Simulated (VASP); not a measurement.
Set up this calculation in VASP 6.6.1, as the native input.

* Task: single point
* Functional: PBE
* Potentials or basis: VASP PAW PBE potentials, release 64 (Ti_sv, B)
* Cutoff: 520 eV
* k mesh: 12 × 12 × 12
* Occupations: gaussian, width 0.1 eV
* Spin: no spin polarisation
* Dipole correction: no
* Further INCAR settings: ALGO = Normal; EDIFF = 1e-07; NBANDS = 16

The structure of TiB2 lies in POSCAR:

```
TiB2
1.0
    3.0317227653      0.0000000000      0.0000000000
   -1.5158613826      2.6255489320      0.0000000000
    0.0000000000      0.0000000000      3.2247550529
Ti B
1 2
Direct
    0.0000000000      0.0000000000      0.0000000000
    0.3333333333      0.6666666667      0.5000000000
    0.6666666667      0.3333333333      0.5000000000
```

These files were run (other wordings do the same):

INCAR

```
SYSTEM = TiB2
ALGO = Normal
EDIFF = 1E-7
ENCUT = 520
GGA = PE
ISIF = 2
ISMEAR = 0
LASPH = .True.
LCHARG = .False.
LREAL = .False.
LWAVE = .False.
NBANDS = 16
NELM = 60
PREC = Accurate
SIGMA = 0.1
```

KPOINTS

```
k-points
0
Gamma
  12 12 12
  0 0 0
```

Potentials or basis: VASP PAW PBE potentials, release 64 (Ti_sv, B).

Launch:

```bash
$ cat potpaw_PBE.64/Ti_sv/POTCAR potpaw_PBE.64/B/POTCAR > POTCAR
$ mpirun -np 1 vasp_std > vasp.out
```

Results of the run:

```yaml
Pressure: 0.2 GPa
Band_gap_on_the_k_mesh: zero (band 9 reaches 10.39 eV, above the bottom of band 10 at 9.77 eV)
```

It took 45 s on 1 thread of Intel(R) Xeon(R) Platinum 8375C CPU @ 2.90GHz (Ice Lake), with other jobs on the host, peak memory 0.18 GiB.
